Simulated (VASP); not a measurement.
# Be5Ir (P-62m) in VASP: notebook

Runs on Be5Ir. Level: PBE. Tasks: single point, relaxation of cell and atoms.

Everything below comes from runs of VASP 6.6.1. Logs are shortened: lines on timing, memory, paths and dates and some standing lists are left out, and cuts for length are marked.

### 1 The cell of the first run

It takes space group P-62m (No. 189, hexagonal). Conventional cell: a = 4.195 Å, b = 4.195 Å, c = 3.556 Å, α = 90.00°, β = 90.00°, γ = 120.00°. Be (site symmetry -6) has 9 Be at 2.20 to 2.42 Å and 3 Ir at 2.42 Å within 2.9 Å. Within 2.9 Å of Be (site symmetry m2m) lie 10 Be at 2.20 to 2.84 Å and 2 Ir at 2.42 Å. Within 3.2 Å of Ir (site symmetry -62m) lie 18 Be at 2.42 to 3.11 Å.

### 2 Single point, PBE

Contents of INCAR:

```
SYSTEM = Be5Ir
  PREC = Accurate
  ENCUT = 520
  EDIFF = 1E-6
  ISMEAR = -1
  SIGMA = 0.15
  LREAL = .FALSE.
  LASPH = .TRUE.
  NELM = 60
  ALGO = Normal
  ISIF = 2
  LWAVE = .FALSE.
  LCHARG = .FALSE.
  GGA = PE
  NBANDS = 18
```

Contents of KPOINTS:

```
Automatic mesh
0
G
  12 12 10
  0 0 0
```

Contents of POSCAR:

```
Be5Ir
1.0
    4.1945109159      0.0000000000      0.0000000000
   -2.0972554579      3.6325530096      0.0000000000
    0.0000000000      0.0000000000      3.5556028672
Be Ir
5 1
Direct
    0.6666666667      0.3333333333      0.5000000000
    0.3333333333      0.6666666667      0.5000000000
    0.0000000000      0.6096900624      0.0000000000
    0.6096900624      0.0000000000      0.0000000000
    0.3903099376      0.3903099376      0.0000000000
    0.0000000000      0.0000000000      0.5000000000
```

Potentials or basis: VASP PAW PBE potentials, release 64 (Be, Ir).

On the command line:

```console
$ cat potpaw_PBE.64/Be/POTCAR potpaw_PBE.64/Ir/POTCAR > POTCAR
$ mpirun -np 1 vasp_std > vasp.out
```

OUTCAR:

```text
SYSTEM = Be5Ir
   PREC = Accurate
   ENCUT = 520
   EDIFF = 1E-6
   ISMEAR = -1
   LREAL = .FALSE.
   LASPH = .TRUE.
   NELM = 60
   ISIF = 2
   GGA = PE

 ion  position               nearest neighbor table
   1  0.667  0.333  0.500-   4 2.20   4 2.20   3 2.20   3 2.20   5 2.20   5 2.20   6 2.42   6 2.42
                             6 2.42
   2  0.333  0.667  0.500-   3 2.20   3 2.20   4 2.20   4 2.20   5 2.20   5 2.20   6 2.42   6 2.42
                             6 2.42
   3  0.000  0.610  0.000-   2 2.20   2 2.20   1 2.20   1 2.20   5 2.24   4 2.24   5 2.24   4 2.24
                             6 2.42   6 2.42
   4  0.610  0.000  0.000-   1 2.20   1 2.20   2 2.20   2 2.20   5 2.24   5 2.24   3 2.24   3 2.24
                             6 2.42   6 2.42
   5  0.390  0.390  0.000-   2 2.20   2 2.20   1 2.20   1 2.20   4 2.24   4 2.24   3 2.24   3 2.24
                             6 2.42   6 2.42
   6  0.000  0.000  0.500-   3 2.42   3 2.42   4 2.42   4 2.42   5 2.42   5 2.42   1 2.42   2 2.42
                             2 2.42   1 2.42   1 2.42   2 2.42

  LATTYP: Found a hexagonal cell.
 ALAT       =     4.1945109159
 C/A-ratio  =     0.8476799652

  Lattice vectors:

 A1 = (   4.1945109159,   0.0000000000,   0.0000000000)
 A2 = (  -2.0972554579,   3.6325530096,   0.0000000000)
 A3 = (   0.0000000000,   0.0000000000,   3.5556028672)

Analysis of symmetry for initial positions (statically):
=====================================================================
 Subroutine PRICEL returns:
 Original cell was already a primitive cell.

 Routine SETGRP: Setting up the symmetry group for a
 hexagonal supercell.

 Subroutine GETGRP returns: Found 12 space group operations
 (whereof 12 operations were pure point group operations)
 out of a pool of 24 trial point group operations.

The static configuration has the point symmetry D_3h.

Analysis of symmetry for dynamics (positions and initial velocities):
=====================================================================
 Subroutine PRICEL returns:
 Original cell was already a primitive cell.

 Routine SETGRP: Setting up the symmetry group for a
 hexagonal supercell.

 Subroutine GETGRP returns: Found 12 space group operations
 (whereof 12 operations were pure point group operations)
 out of a pool of 24 trial point group operations.

The dynamic configuration has the point symmetry D_3h.

 Subroutine INISYM returns: Found 12 space group operations
 (whereof 12 operations are pure point group operations),
 and found     1 'primitive' translations

----------------------------------------------------------------------------------------

                                     Primitive cell

  volume of cell :      54.1760

  direct lattice vectors                    reciprocal lattice vectors
     4.194510916  0.000000000  0.000000000     0.238406818  0.137644240  0.000000000
    -2.097255458  3.632553010  0.000000000     0.000000000  0.275288481  0.000000000
     0.000000000  0.000000000  3.555602867     0.000000000  0.000000000  0.281246258

  length of vectors
     4.194510916  4.194510916  3.555602867     0.275288481  0.275288481  0.281246258

  position of ions in fractional coordinates (direct lattice)
     0.666666667  0.333333333  0.500000000
     0.333333333  0.666666667  0.500000000
     1.000000000  0.609690062  0.000000000
     0.609690062  0.000000000  0.000000000
     0.390309938  0.390309938  0.000000000
     0.000000000  0.000000000  0.500000000

  ion indices of the primitive-cell ions
   primitive index   ion index
                 1           1
                 2           2
                 3           3
                 4           4
                 5           5
                 6           6

----------------------------------------------------------------------------------------

 KPOINTS: Automatic mesh

Automatic generation of k-mesh.
 Grid dimensions read from file:
 generate k-points for:   12   12   10

 Generating k-lattice:

  Cartesian coordinates                     Fractional coordinates (reciprocal lattice)
     0.019867235  0.011470353  0.000000000     0.083333333  0.000000000  0.000000000
     0.000000000  0.022940707  0.000000000     0.000000000  0.083333333  0.000000000
     0.000000000  0.000000000  0.028124626     0.000000000  0.000000000  0.100000000

  Length of vectors
     0.022940707  0.022940707  0.028124626

  Shift w.r.t. Gamma in fractional coordinates (k-lattice)
     0.000000000  0.000000000  0.000000000

 Subroutine IBZKPT returns following result:
 ===========================================

 Found    114 irreducible k-points:

 Following reciprocal coordinates:
            Coordinates               Weight
  0.000000  0.000000  0.000000      1.000000
  0.083333  0.000000  0.000000      6.000000
  0.166667  0.000000  0.000000      6.000000
  0.250000  0.000000  0.000000      6.000000
  0.333333  0.000000  0.000000      6.000000
  0.416667  0.000000  0.000000      6.000000
[... 16 lines left out ...]
  0.250000  0.000000  0.100000     12.000000
  0.333333  0.000000  0.100000     12.000000
 [... further k-points ...]
   k-points           NKPTS =    114   k-points in BZ     NKDIM =    114   number of bands    NBANDS=     18
   number of dos      NEDOS =    301   number of ions     NIONS =      6
   total plane-waves  NPLWV =  28672
   dimension x,y,z NGX =    32 NGY =   32 NGZ =   28
   dimension x,y,z NGXF=    64 NGYF=   64 NGZF=   56
   ions per type =               5   1
   NGX,Y,Z   is equivalent  to a cutoff of  12.68, 12.68, 13.09 a.u.
   NGXF,Y,Z  is equivalent  to a cutoff of  25.37, 25.37, 26.18 a.u.
 SYSTEM =  Be5Ir
   PREC   = accura    normal or accurate (medium, high low for compatibility)
   ISTART =      0    job   : 0-new  1-cont  2-samecut
   ICHARG =      2    charge: 1-file 2-atom 10-const
   ISPIN  =      1    spin polarized calculation?
   LNONCOLLINEAR =      F non collinear calculations
   LSORBIT =      F    spin-orbit coupling
   LASPH  =      T    aspherical Exc in radial PAW
   ENCUT  =  520.0 eV  38.22 Ry    6.18 a.u.   7.80  7.80  6.61*2*pi/ulx,y,z
   NELM   =     60;   NELMIN=  2; NELMDL= -5     # of ELM steps
   EDIFF  = 0.1E-05   stopping-criterion for ELM
   LREAL  =      F    real-space projection
   EDIFFG = 0.1E-04   stopping-criterion for IOM
   NSW    =      0    number of steps for IOM
   IBRION =     -1    ionic relax: 0-MD 1-quasi-New 2-CG
   NFREE  =      0    steps in history (QN), initial steepest desc. (CG)
   ISIF   =      2    stress and relaxation
   ISYM   =      2    0-nonsym 1-usesym 2-fastsym
   POTIM  = 0.5000    time-step for ionic-motion
   TEBEG  =    0.0;   TEEND  =   0.0 temperature during run
   PSTRESS=    0.0 pullay stress
   NELECT =      19.0000    total number of electrons
   NUPDOWN=      -1.0000    fix difference up-down
   EMIN   =  10.00;   EMAX   =-10.00  energy-range for DOS
   EFERMI =   0.00;   METHOD = LEGACY
   ISMEAR =    -1;   SIGMA  =   0.15  broadening in eV -4-tet -1-fermi 0-gaus
   EFERMI_NEDOS =   21; number of points for ismear=-14 and -15
   IALGO  =     38    algorithm
   IMIX   =      4    mixing-type and parameters
     AMIX     =   0.40;   BMIX     =  1.00
     AMIX_MAG =   1.60;   BMIX_MAG =  1.00
  volume/ion in A,a.u.               =       9.03        60.93
  Fermi-wavevector in a.u.,A,eV,Ry     =   1.154491  2.181671 18.134515  1.332849
  Thomas-Fermi vector in A             =   2.291127
   LORBIT       =      0    0 simple, 1 ext, 2 COOP (PROOUT), +10 PAW based schemes
   GGA     = PE    functional components
   LHFCALC =     F    Hartree Fock is set to
   AEXX    =    0.0000 exact exchange contribution
   IVDW    =     0    specifies the selected vdW correction
   LEPSILON=     F    determine dielectric tensor
   LRPA    =     F    only Hartree local field effects (RPA)
 non-spin polarized calculation
  energy-cutoff  :      520.00
  volume of cell :       54.18
 maximum number of plane-waves:      1490
 NGX is ok and might be reduce to    32
   NGX = 15   NGY = 15   NGZ = 13

 number of electron      19.0000001 magnetization

 Free energy of the ion-electron system (eV)
  ---------------------------------------------------
  ext. energy  EPLUGINS =         0.00000000
  ---------------------------------------------------
  free energy    TOTEN  =       -29.42286548 eV

  energy without entropy =      -29.30408132  energy(sigma->0) =      -29.36347340

 E-fermi :   7.1186     XC(G=0): -11.4370

 val. band max:        7.0891480833   @ k =   0.2500   0.0833   0.5000
 cond. band min:       7.1302965387   @ k =   0.3333   0.0833   0.2000
 fundamental gap:      0.0411484553
 Fermi energy:         7.1185541680

 k-point     1 :       0.0000    0.0000    0.0000
  band No.  band energies     occupation
      1      -3.4161      2.00000
      2       2.1387      2.00000
      3       2.1387      2.00000
      4       2.7736      2.00000
      5       4.5013      2.00000
      6       4.8020      2.00000
[... 10 lines left out ...]
     17      14.6932      0.00000
     18      16.1637      0.00000

 k-point     2 :       0.0833    0.0000    0.0000
  band No.  band energies     occupation
      1      -3.3449      2.00000
      2       1.9744      2.00000
      3       2.1900      2.00000
      4       2.7529      2.00000
      5       4.1538      2.00000
      6       4.7896      2.00000
[... 10 lines left out ...]
     17      15.0977      0.00000
     18      16.1401      0.00000

 k-point     3 :       0.1667    0.0000    0.0000
  band No.  band energies     occupation
      1      -3.1330      2.00000
      2       1.5766      2.00000
      3       2.3195      2.00000
      4       2.6968      2.00000
      5       3.7828      2.00000
      6       4.7410      2.00000
[... 10 lines left out ...]
     17      15.9777      0.00000
     18      16.3134      0.00000

 k-point     4 :       0.2500    0.0000    0.0000
  band No.  band energies     occupation
      1      -2.7861      2.00000
      2       1.0553      2.00000
      3       2.3275      2.00000
      4       2.7690      2.00000
      5       3.5007      2.00000
      6       4.5834      2.00000
[... 10 lines left out ...]
     17      15.8030      0.00000
     18      16.1767      0.00000

 k-point     5 :       0.3333    0.0000    0.0000
  band No.  band energies     occupation
      1      -2.3157      2.00000
      2       0.4387      2.00000
      3       2.1089      2.00000
      4       3.0962      2.00000
      5       3.3070      2.00000
      6       4.2078      2.00000
[... 10 lines left out ...]
     17      15.5742      0.00000
     18      16.0702      0.00000

 k-point     6 :       0.4167    0.0000    0.0000
  band No.  band energies     occupation
      1      -1.7502      2.00000
      2      -0.2388      2.00000
      3       1.9090      2.00000
      4       3.1952      2.00000
      5       3.5239      2.00000
      6       4.0449      2.00000
[... 307 lines left out ...]
 k-point    21 :       0.0833    0.0000    0.1000
  band No.  band energies     occupation
      1      -3.2438      2.00000
      2       2.0028      2.00000
      3       2.2108      2.00000
      4       2.6682      2.00000
      5       3.8763      2.00000
      6       4.5238      2.00000
[... 10 lines left out ...]
     17      14.7185      0.00000
     18      16.0009      0.00000

 k-point    22 :       0.1667    0.0000    0.1000
  band No.  band energies     occupation
      1      -3.0325      2.00000
      2       1.6202      2.00000
      3       2.3528      2.00000
      4       2.6668      2.00000
      5       3.4409      2.00000
      6       4.4759      2.00000
[... 10 lines left out ...]
     17      15.4431      0.00000
     18      16.0091      0.00000

 k-point    23 :       0.2500    0.0000    0.1000
  band No.  band energies     occupation
      1      -2.6866      2.00000
      2       1.1081      2.00000
      3       2.4166      2.00000
      4       2.7455      2.00000
      5       3.1522      2.00000
      6       4.4122      2.00000
[... 10 lines left out ...]
     17      15.2988      0.00000
     18      16.2294      0.00000

 k-point    24 :       0.3333    0.0000    0.1000
  band No.  band energies     occupation
      1      -2.2180      2.00000
      2       0.4964      2.00000
      3       2.2191      2.00000
      4       2.9499      2.00000
      5       3.1746      2.00000
      6       4.3194      2.00000
[... 10 lines left out ...]
     17      15.3115      0.00000
     18      16.2609      0.00000

 [... further k-points ...]

------------------------ aborting loop because EDIFF is reached ----------------------------------------

  FORCE on cell =-STRESS in cart. coord.  units (eV):
  Direction    XX          YY          ZZ          XY          YZ          ZX
  --------------------------------------------------------------------------------------
  -------------------------------------------------------------------------------------
  Total        0.0670622      0.0670622      0.0965645      0.0000000      0.0000000      0.0000000
  in kB        1.9832714      1.9832714      2.8557583      0.0000000      0.0000000      0.0000000
  external PRESSURE =       2.2741004 kB  Pullay stress =       0.0000000 kB

 VOLUME and BASIS-vectors are now :
 -----------------------------------------------------------------------------
  energy-cutoff  :      520.00
  volume of cell :       54.18
      direct lattice vectors                 reciprocal lattice vectors
     4.194510916  0.000000000  0.000000000     0.238406818  0.137644240  0.000000000
    -2.097255458  3.632553010  0.000000000     0.000000000  0.275288481  0.000000000
     0.000000000  0.000000000  3.555602867     0.000000000  0.000000000  0.281246258

 POSITION                                       TOTAL-FORCE (eV/Angst)
 -----------------------------------------------------------------------------------
      2.09726      1.21085      1.77780         0.000000      0.000000      0.000000
     -0.00000      2.42170      1.77780         0.000000      0.000000      0.000000
     -1.27868      2.21473      0.00000         0.000068     -0.000119     -0.000000
      2.55735      0.00000      0.00000        -0.000137      0.000000      0.000000
      0.81858      1.41782      0.00000         0.000068      0.000119      0.000000
      0.00000      0.00000      1.77780         0.000000      0.000000      0.000000
 -----------------------------------------------------------------------------------
    total drift:                               -0.000000     -0.000000      0.000000

  FREE ENERGIE OF THE ION-ELECTRON SYSTEM (eV)
  ---------------------------------------------------
  free  energy   TOTEN  =       -29.4228654786 eV

  energy  without entropy=      -29.3040813205  energy(sigma->0) =      -29.36347340
```

Run time: 100 s. Hardware: 1 thread of Oxide Virtual Turin-like, shared host; peak memory 0.21 GiB.

What came out:

```yaml
Free_energy: -29.4229 eV
Pressure: 0.2 GPa
```

Levels at points of the mesh, in eV from the Fermi level:
| k point | band 6 | band 7 | band 8 | band 9 | band 10 | band 11 | band 12 | band 13 | band 14 | band 15 |
| --- | --- | --- | --- | --- | --- | --- | --- | --- | --- | --- |
| (0.00, 0.00, 0.00) | -2.32 | -2.31 | -2.31 | -0.62 | -0.62 | 1.66 | 3.84 | 3.84 | 6.11 | 7.11 |
| (0.50, 0.00, 0.00) | -3.11 | -2.85 | -2.57 | -0.06 | 0.78 | 2.69 | 3.11 | 5.49 | 6.54 | 6.88 |
| (0.00, 0.00, 0.50) | -3.87 | -2.22 | -1.11 | 2.19 | 2.68 | 2.68 | 2.79 | 2.79 | 4.63 | 4.98 |
| (0.50, 0.00, 0.50) | -3.08 | -2.58 | -1.88 | -1.79 | -0.93 | -0.60 | 4.88 | 5.21 | 7.85 | 8.59 |

Caveat: spin-orbit coupling is left out, which moves the levels of the heavy elements.

[end of part 1 of 2]
